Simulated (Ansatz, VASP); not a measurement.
**One calculation of In2Sb2Cl, two programs**

Contents of INCAR:

```
ALGO     = Normal         # electronic algorithm
DIPOL    = 0.5 0.5 0.342
EDIFF    = 1E-6           # SCF threshold, eV
ENCUT    = 520            # plane-wave cutoff, eV
GGA      = PE             # functional
IDIPOL   = 3            
ISIF     = 2              # what is computed and relaxed
ISMEAR   = 0              # smearing method
IVDW     = 12             # dispersion correction
LASPH    = T              # aspherical terms in the spheres
LCHARG   = F              # write CHGCAR
LDIPOL   = T            
LREAL    = F              # projectors in reciprocal space
LWAVE    = F              # write WAVECAR
NBANDS   = 30             # bands
NELM     = 60             # most SCF steps
PREC     = Accurate       # precision mode
SIGMA    = 0.1            # smearing width, eV
```

File KPOINTS:

```
k-points
0
Gamma
  6 6 1
```

File POSCAR:

```
In2Sb2Cl
1.0
    4.6293886023      0.0000000000      0.0000000000
   -2.3146943012      4.0091681336      0.0000000000
    0.0000000000      0.0000000000     22.0151773295
Sb In Cl
2 2 1
Direct
    0.0000000000      0.0000000000      0.1816928358
    0.3333333333      0.6666666667      0.3609342971
    0.3333333333      0.6666666667      0.2246164052
    0.6666666667      0.3333333333      0.3958713209
    0.7777777778      0.5555555556      0.5457679105
```

Input for Ansatz:

```yaml
crystal:
  lattice:
    - [4.6293886023, 0.0, 0.0]
    - [-2.3146943012, 4.0091681336, 0.0]
    - [0.0, 0.0, 22.0151773295]
  atoms:
    - { symbol: Sb, position: [0.0, 0.0, 0.1816928358] }
    - { symbol: In, position: [0.3333333333, 0.6666666667, 0.2246164052] }
    - { symbol: Sb, position: [0.3333333333, 0.6666666667, 0.3609342971] }
    - { symbol: In, position: [0.6666666667, 0.3333333333, 0.3958713209] }
    - { symbol: Cl, position: [0.7777777778, 0.5555555556, 0.5457679105] }
basis:
  ecutwfc: 420
kpoints:
  mp_grid: { grid: [6, 6, 1] }
hamiltonian:
  xc: pbe
  pseudopotentials: { kind: paw, azcp: { folder: soft_1 } }
  dispersion: d3bj
scf:
  occupations: { method: gaussian, width: 0.1 }
output:
  forces: true
  eigenvalues: true
efield:
  axis: 3
  dipole_correction: true
  ramp_width: 0.04
```

Alike in both runs: task single point; functional PBE; dispersion D3(BJ); k mesh 6 × 6 × 1; occupations gaussian, width 0.1 eV; no spin polarisation.

|  | VASP | Ansatz |
| --- | --- | --- |
| version | VASP 6.6.1 | Ansatz 0.2.0 |
| potentials or method | VASP PAW PBE potentials, release 64 (Sb, In_d, Cl), cutoff 520 eV | scalar-relativistic, plane waves, PAW |
| valence electrons in the cell | 43 | 63 |

```tsv
	VASP	Ansatz	Ansatz less VASP
gap on the k mesh at the Fermi level (eV)	none	none	-
rms of the force components (eV/Å)	0.493	0.492	-0.0007
```

A gap of «none» marks a metal or a gap that the smearing closes. VASP's potentials hold 43 valence electrons a cell and Ansatz's 63, so a difference there can come from the potentials and not from the codes.

Spin-orbit coupling is off throughout.
